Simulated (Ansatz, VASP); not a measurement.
# One calculation of Ta, two programs

```
Ta
1.0
    -1.54183    1.54183    2.07900
     1.54183   -1.54183    2.07900
     1.54183    1.54183   -2.07900
Ta
1
Direct
  0.00000 0.00000 0.00000
```

Alike in both runs: task single point; functional PBEsol; k mesh 22 × 22 × 22; occupations gaussian, width 0.15 eV; no spin polarisation.

```csv
,VASP,Ansatz
version,VASP 6.6.1,Ansatz 0.2.0
potentials or method,"VASP PAW PBE potentials, release 64 (Ta_pv), cutoff 520 eV","scalar-relativistic, plane waves, PAW"
valence electrons in the cell,11,13
```

Ansatz gave:

* gap on the k mesh at the Fermi level (eV): none
* pressure (GPa): -14.5
* traceless stress, the component that is largest in VASP (GPa): -3.84

Q: Which values does VASP return?

A: gap on the k mesh at the Fermi level (eV): none; pressure (GPa): -14.6; traceless stress, the component that is largest in VASP (GPa): -3.86.

VASP's potentials were made for PBE, not for PBEsol, and Ansatz warns of the same on its side. A gap of «none» marks a metal or a gap that the smearing closes. VASP's potentials hold 11 valence electrons a cell and Ansatz's 13, so a difference there can come from the potentials and not from the codes.

Spin-orbit coupling is off throughout.
